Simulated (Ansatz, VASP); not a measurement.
Two plane-wave programs on C

The input POSCAR:

```
C
1.0
    0.6973314237      2.1916130458      2.1916130458
    2.1916130458      0.6973314237      2.1916130458
    2.1916130458      2.1916130458      0.6973314237
C
2
Direct
    0.5000000000      0.5000000000      0.5000000000
    0.7500000000      0.7500000000      0.7500000000
```

Contents of INCAR.step1:

```
SYSTEM = C
  ALGO = Normal
  EDIFF = 1E-4
  ENCUT = 520
  GGA = PE
  ISMEAR = 0
  LASPH = .True.
  LCHARG = .False.
  LREAL = .False.
  LWAVE = .True.
  NBANDS = 11
  NELM = 80
  PREC = Accurate
  SIGMA = 0.05
```

The input INCAR.step2:

```
SYSTEM = C
  ALGO = Normal
  EDIFF = 1E-7
  ENCUT = 520
  ISIF = 2
  ISMEAR = 0
  ISTART = 1
  LASPH = .True.
  LCHARG = .True.
  LELF = .True.
  LMIXTAU = .True.
  LREAL = .False.
  LVHAR = .True.
  LWAVE = .False.
  METAGGA = R2SCAN
  NBANDS = 11
  NELM = 80
  PREC = Accurate
  SIGMA = 0.05
```

KPOINTS

```
k-points
0
Gamma
  12 12 12
  0 0 0
```

Input for Ansatz:

```yaml
crystal:
  lattice:
    - [0.6973314237, 2.1916130458, 2.1916130458]
    - [2.1916130458, 0.6973314237, 2.1916130458]
    - [2.1916130458, 2.1916130458, 0.6973314237]
  atoms:
    - { symbol: C, position: [0.5, 0.5, 0.5] }
    - { symbol: C, position: [0.75, 0.75, 0.75] }
basis:
  ecutwfc: 500
kpoints:
  mp_grid: { grid: [12, 12, 12] }
hamiltonian:
  xc: r2scan
scf:
  occupations: { method: gaussian, width: 0.05 }
output:
  forces: true
  stress: true
  eigenvalues: true
```

Alike in both runs: task single point; functional r2SCAN; k mesh 12 × 12 × 12; occupations gaussian, width 0.05 eV; no spin polarisation.

|  | VASP | Ansatz |
| --- | --- | --- |
| version | VASP 6.6.1 | Ansatz 0.2.0 |
| potentials or method | VASP PAW PBE potentials, release 64 (C), cutoff 520 eV | scalar-relativistic, plane waves, PAW |
| valence electrons in the cell | 8 | 8 |

```tsv
	VASP	Ansatz	Ansatz less VASP
gap on the k mesh at the Fermi level (eV)	none	none	-
rms of the force components (eV/Å)	2.132	2.217	+0.0857
```

VASP's potentials were made for PBE, not for r2SCAN. Atom by atom the forces differ by 0.086 eV/Å (rms over components). A gap of «none» marks a metal or a gap that the smearing closes. With one functional, cell and mesh, what is left measures potentials, basis and numerics.
